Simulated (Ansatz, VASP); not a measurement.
Mo: VASP beside Ansatz

```
Mo
1.0
    -1.56465    1.56465    1.56465
     1.56465   -1.56465    1.56465
     3.12931    3.12931    0.00000
Mo
2
Direct
  0.05992 0.05992 0.00000
  0.44008 0.44008 0.50000
```

Change from the starting cell: mode 4 (139.8 1/cm) frozen in, largest displacement +0.188 Å.

Alike in both runs: task single point; functional PBEsol; k mesh 24 × 24 × 14; occupations gaussian, width 0.15 eV; no spin polarisation.

```csv
,VASP,Ansatz
version,VASP 6.6.1,Ansatz 0.2.0
potentials or method,"VASP PAW PBE potentials, release 64 (Mo_sv), cutoff 520 eV","scalar-relativistic, plane waves, PAW"
valence electrons in the cell,28,28
```

Ansatz gave:

- gap on the k mesh at the Fermi level (eV): none
- pressure (GPa): 5.5
- traceless stress, the component that is largest in VASP (GPa): 5.81
- rms of the force components (eV/Å): 1.124

Question: Estimate VASP's values.

Answer: gap on the k mesh at the Fermi level (eV): none; pressure (GPa): 6.1; traceless stress, the component that is largest in VASP (GPa): 5.95; rms of the force components (eV/Å): 1.137.

VASP's potentials were made for PBE, not for PBEsol. Atom by atom the forces differ by 0.013 eV/Å (rms over components). A gap of «none» marks a metal or a gap that the smearing closes. With one functional, cell and mesh, what is left measures potentials, basis and numerics.
